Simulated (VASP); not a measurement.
# SmZn3I2 (Immm) in VASP: single point with PBE

Aim: the single point of SmZn3I2 with PBE.

Program: VASP 6.6.1. These are calculated values, not measurements. Logs are shortened: lines on timing, memory, paths and dates and some standing lists are left out, and cuts for length are marked.

## 1. The cell of the first run

Symmetry: Immm, No. 71, orthorhombic system. Conventional cell: a = 5.553 Å, b = 6.672 Å, c = 11.033 Å, α = 90.00°, β = 90.00°, γ = 90.00°. Within 4.0 Å of Sm (site symmetry mmm) lie 2 Zn at 3.07 Å and 4 I at 3.32 Å. Zn (site symmetry mm2) has 1 Zn at 2.44 Å and 2 I at 3.05 Å and 1 Sm at 3.07 Å within 3.2 Å. Zn (site symmetry mmm) has 2 Zn at 2.44 Å within 3.2 Å. Within 4.0 Å of I (site symmetry mm2) lie 6 Zn at 3.05 to 3.80 Å and 2 Sm at 3.32 Å and 1 I at 3.63 Å.

The cell was built from a structure type or drawn by symmetry, and may not be a known phase.

## 2. Single point, PBE

Input file INCAR:

```
PREC = Accurate
ENCUT = 500
EDIFF = 1E-6
ISMEAR = 0
SIGMA = 0.2
LREAL = F
LASPH = T
NELM = 200
ALGO = Normal
ISIF = 2
LWAVE = F
LCHARG = F
GGA = PE
NBANDS = 40
GGA_COMPAT = F
LMAXMIX = 6
```

Input file KPOINTS:

```
Automatic mesh
0
Gamma
  4 4 4
```

Input file POSCAR:

```
SmZn3I2
1.0
   -2.7765090756      3.3360445894      5.5165379373
    2.7765090756     -3.3360445894      5.5165379373
    2.7765090756      3.3360445894     -5.5165379373
Sm Zn I
1 3 2
Direct
    0.0000000000      0.5000000000      0.5000000000
    0.7213256306      0.2213256306      0.5000000000
    0.2786743694      0.7786743694      0.5000000000
    0.5000000000      0.0000000000      0.5000000000
    0.8354942304      0.8354942304      0.0000000000
    0.1645057696      0.1645057696      0.0000000000
```

Potentials or basis: VASP PAW PBE potentials, release 64 (Sm_3, Zn, I), 4f in core.

Command:

```sh
$ cat potpaw_PBE.64/Sm_3/POTCAR potpaw_PBE.64/Zn/POTCAR potpaw_PBE.64/I/POTCAR > POTCAR
$ mpirun -np 1 vasp_std > vasp.out
```

OUTCAR:

```text
PREC = Accurate
   ENCUT = 500
   EDIFF = 1E-6
   ISMEAR = 0
   LREAL = F
   LASPH = T
   NELM = 200
   ISIF = 2
   GGA = PE

 ion  position               nearest neighbor table
   1  0.000  0.500  0.500-   2 3.07   3 3.07   6 3.32   5 3.32   6 3.32   5 3.32
   2  0.721  0.221  0.500-   4 2.44   5 3.05   5 3.05   1 3.07
   3  0.279  0.779  0.500-   4 2.44   6 3.05   6 3.05   1 3.07
   4  0.500  0.000  0.500-   2 2.44   3 2.44
   5  0.835  0.835  0.000-   2 3.05   2 3.05   1 3.32   1 3.32
   6  0.165  0.165  0.000-   3 3.05   3 3.05   1 3.32   1 3.32

  LATTYP: Found a body centered orthorhombic cell.
 ALAT       =     5.5530181512
 B/A-ratio  =     1.2015248280
 C/A-ratio  =     1.9868611220

  Lattice vectors:

 A1 = (  -2.7765090756,   3.3360445894,   5.5165379373)
 A2 = (   2.7765090756,  -3.3360445894,   5.5165379373)
 A3 = (   2.7765090756,   3.3360445894,  -5.5165379373)

Analysis of symmetry for initial positions (statically):
=====================================================================
 Subroutine PRICEL returns:
 Original cell was already a primitive cell.

 Routine SETGRP: Setting up the symmetry group for a
 body centered orthorhombic supercell.

 Subroutine GETGRP returns: Found  8 space group operations
 (whereof  8 operations were pure point group operations)
 out of a pool of  8 trial point group operations.

The static configuration has the point symmetry D_2h.

Analysis of symmetry for dynamics (positions and initial velocities):
=====================================================================
 Subroutine PRICEL returns:
 Original cell was already a primitive cell.

 Routine SETGRP: Setting up the symmetry group for a
 body centered orthorhombic supercell.

 Subroutine GETGRP returns: Found  8 space group operations
 (whereof  8 operations were pure point group operations)
 out of a pool of  8 trial point group operations.

The dynamic configuration has the point symmetry D_2h.

 Subroutine INISYM returns: Found  8 space group operations
 (whereof  8 operations are pure point group operations),
 and found     1 'primitive' translations

----------------------------------------------------------------------------------------

                                     Primitive cell

  volume of cell :     204.3890

  direct lattice vectors                    reciprocal lattice vectors
    -2.776509076  3.336044589  5.516537937     0.000000000  0.149878093  0.090636556
[... 91 lines left out ...]
   IBRION =     -1    ionic relax: 0-MD 1-quasi-New 2-CG
   NFREE  =      0    steps in history (QN), initial steepest desc. (CG)
   ISIF   =      2    stress and relaxation
   ISYM   =      2    0-nonsym 1-usesym 2-fastsym
   POTIM  = 0.5000    time-step for ionic-motion
   TEBEG  =    0.0;   TEEND  =   0.0 temperature during run
   PSTRESS=    0.0 pullay stress
   NELECT =      61.0000    total number of electrons
   NUPDOWN=      -1.0000    fix difference up-down
   EMIN   =  10.00;   EMAX   =-10.00  energy-range for DOS
   EFERMI =   0.00;   METHOD = LEGACY
   ISMEAR =     0;   SIGMA  =   0.20  broadening in eV -4-tet -1-fermi 0-gaus
   EFERMI_NEDOS =   21; number of points for ismear=-14 and -15
   IALGO  =     38    algorithm
   IMIX   =      4    mixing-type and parameters
     AMIX     =   0.40;   BMIX     =  1.00
     AMIX_MAG =   1.60;   BMIX_MAG =  1.00
  volume/ion in A,a.u.               =      34.06       229.88
  Fermi-wavevector in a.u.,A,eV,Ry     =   1.094038  2.067431 16.285063  1.196918
  Thomas-Fermi vector in A             =   2.230335
   LORBIT       =      0    0 simple, 1 ext, 2 COOP (PROOUT), +10 PAW based schemes
   GGA     = PE    functional components
   LHFCALC =     F    Hartree Fock is set to
   AEXX    =    0.0000 exact exchange contribution
   IVDW    =     0    specifies the selected vdW correction
   LEPSILON=     F    determine dielectric tensor
   LRPA    =     F    only Hartree local field effects (RPA)
 non-spin polarized calculation
 Gauss-broadening in eV      SIGMA  =   0.20
  energy-cutoff  :      500.00
  volume of cell :      204.39
 maximum number of plane-waves:      5208
 NGX is ok and might be reduce to    54
   NGX = 25   NGY = 25   NGZ = 25

 number of electron      60.9999994 magnetization

 Free energy of the ion-electron system (eV)
  ---------------------------------------------------
  ext. energy  EPLUGINS =         0.00000000
  ---------------------------------------------------
  free energy    TOTEN  =       -10.77456255 eV

  energy without entropy =      -10.69104070  energy(sigma->0) =      -10.73280163

 E-fermi :   2.6994     XC(G=0):  -8.4178

 val. band max:        2.6925271320   @ k =   0.5000   0.5000   0.0000
 cond. band min:       2.7217032268   @ k =   0.5000   0.2500   0.0000
 fundamental gap:      0.0291760948
 Fermi energy:         2.6993841193

 k-point     1 :       0.0000    0.0000    0.0000
  band No.  band energies     occupation
      1     -40.0924      2.00000
      2     -19.6301      2.00000
      3     -19.3762      2.00000
      4     -19.2986      2.00000
      5     -11.3230      2.00000
      6     -10.7494      2.00000
[... 763 lines left out ...]
     39       6.0600      0.00000
     40       6.6524      0.00000

------------------------ aborting loop because EDIFF is reached ----------------------------------------

  FORCE on cell =-STRESS in cart. coord.  units (eV):
  Direction    XX          YY          ZZ          XY          YZ          ZX
  --------------------------------------------------------------------------------------
  -------------------------------------------------------------------------------------
  Total        0.1147690      0.2101714      1.1965138      0.0000000      0.0000000      0.0000000
  in kB        0.8996588      1.6475046      9.3793066      0.0000000      0.0000000      0.0000000
  external PRESSURE =       3.9754900 kB  Pullay stress =       0.0000000 kB

 VOLUME and BASIS-vectors are now :
 -----------------------------------------------------------------------------
  energy-cutoff  :      500.00
  volume of cell :      204.39
      direct lattice vectors                 reciprocal lattice vectors
    -2.776509076  3.336044589  5.516537937     0.000000000  0.149878093  0.090636556
     2.776509076 -3.336044589  5.516537937     0.180082249  0.000000000  0.090636556
     2.776509076  3.336044589 -5.516537937     0.180082249  0.149878093  0.000000000

 POSITION                                       TOTAL-FORCE (eV/Angst)
 -----------------------------------------------------------------------------------
      2.77651      0.00000      0.00000         0.000000      0.000000     -0.000000
      0.00000      3.33604      2.44190        -0.000000     -0.000000      0.004544
      2.77651     -0.00000      3.07464        -0.000000     -0.000000     -0.004544
      0.00000      3.33604      0.00000         0.000000      0.000000     -0.000000
      0.00000      0.00000      9.21807         0.000000      0.000000     -0.003044
      0.00000      0.00000      1.81500        -0.000000      0.000000      0.003044
 -----------------------------------------------------------------------------------
    total drift:                               -0.000000     -0.000000      0.000000

  FREE ENERGIE OF THE ION-ELECTRON SYSTEM (eV)
  ---------------------------------------------------
  free  energy   TOTEN  =       -10.7745625534 eV

  energy  without entropy=      -10.6910407016  energy(sigma->0) =      -10.73280163
```

OSZICAR:

```text
N       E                     dE             d eps       ncg     rms          rms(c)
DAV:   1     0.448250451219E+03    0.44825E+03   -0.26475E+04  1440   0.150E+03
DAV:   2     0.298701247281E+02   -0.41838E+03   -0.40444E+03  1472   0.368E+02
DAV:   3    -0.967065665404E+01   -0.39541E+02   -0.38451E+02  1744   0.114E+02
DAV:   4    -0.110071615581E+02   -0.13365E+01   -0.13297E+01  1688   0.188E+01
DAV:   5    -0.110384373944E+02   -0.31276E-01   -0.31268E-01  1832   0.265E+00    0.843E+00
DAV:   6    -0.107980452673E+02    0.24039E+00   -0.61839E-01  1808   0.107E+01    0.495E+00
DAV:   7    -0.107714551407E+02    0.26590E-01   -0.27177E-01  1640   0.349E+00    0.114E+00
DAV:   8    -0.107737904574E+02   -0.23353E-02   -0.27094E-02  1640   0.351E+00    0.398E-01
DAV:   9    -0.107741011602E+02   -0.31070E-03   -0.43496E-03  1984   0.854E-01    0.179E-01
DAV:  10    -0.107744800199E+02   -0.37886E-03   -0.12659E-03  1600   0.202E-01    0.599E-02
DAV:  11    -0.107745331073E+02   -0.53087E-04   -0.11253E-04  1632   0.997E-02    0.328E-02
DAV:  12    -0.107745624974E+02   -0.29390E-04   -0.64780E-05  1576   0.184E-01    0.113E-02
DAV:  13    -0.107745618926E+02    0.60481E-06   -0.12974E-05  1752   0.969E-02    0.382E-03
DAV:  14    -0.107745625534E+02   -0.66077E-06   -0.44157E-06  1496   0.447E-02
   1 F= -.10774563E+02 E0= -.10732802E+02  d E =-.835219E-01
```

It took 2.2 min on 1 thread of AMD EPYC 9R45 (Zen 5), shared host; peak memory 0.42 GiB.

Results:

```
Free energy            : -10.7746 eV
Pressure               : 0.4 GPa
Largest force          : 0.005 eV/Å
Band gap on the k mesh : zero (an odd number of electrons rules out a gap without spin polarisation)
```

Forces in eV/Å, atoms in the order of the input:
```
Sm   0.000  0.000  0.000
Zn   0.000  0.000  0.005
Zn   0.000  0.000 -0.005
Zn   0.000  0.000  0.000
I    0.000  0.000 -0.003
I    0.000  0.000  0.003
```

Stress tensor (GPa, compression positive):
```
0.09 0.00 0.00
0.00 0.16 0.00
0.00 0.00 0.94
```

Caveat: spin-orbit coupling is left out, which moves the levels of the heavy elements; the 4f electrons are frozen in the core, so they carry no moment and show no levels; an odd number of electrons without spin polarisation forces a metal; a magnetic or distorted state may lie lower; the run has no spin polarisation, though such a crystal can be magnetic.
